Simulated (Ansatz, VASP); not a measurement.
One calculation of Au, two programs

```
CELL_PARAMETERS angstrom
0.00000 2.01482 2.10686
2.01482 0.00000 2.10686
2.01482 2.01482 0.00000
ATOMIC_POSITIONS crystal
Au 0.00000 0.00000 0.00000
```

Change from the starting cell: strain -0.015 along x and y, +0.030 along z, atoms carried along.

Alike in both runs: task single point; functional PBE; k mesh 20 × 20 × 20; occupations gaussian, width 0.15 eV; no spin polarisation.

|  | VASP | Ansatz |
| --- | --- | --- |
| version | VASP 6.6.1 | Ansatz 0.2.0 |
| potentials or method | VASP PAW PBE potentials, release 64 (Au), cutoff 520 eV | scalar-relativistic, plane waves, PAW |
| valence electrons in the cell | 11 | 19 |

|  | VASP | Ansatz | Ansatz less VASP |
| --- | --- | --- | --- |
| gap on the k mesh at the Fermi level (eV) | none | none | - |
| pressure (GPa) | 7.8 | 8.1 | +0.30 |
| traceless stress, the component that is largest in VASP (GPa) | -1.13 | -1.13 | +0.005 |

A gap of «none» marks a metal or a gap that the smearing closes. VASP's potentials hold 11 valence electrons a cell and Ansatz's 19, so a difference there can come from the potentials and not from the codes.

Spin-orbit coupling is off throughout.
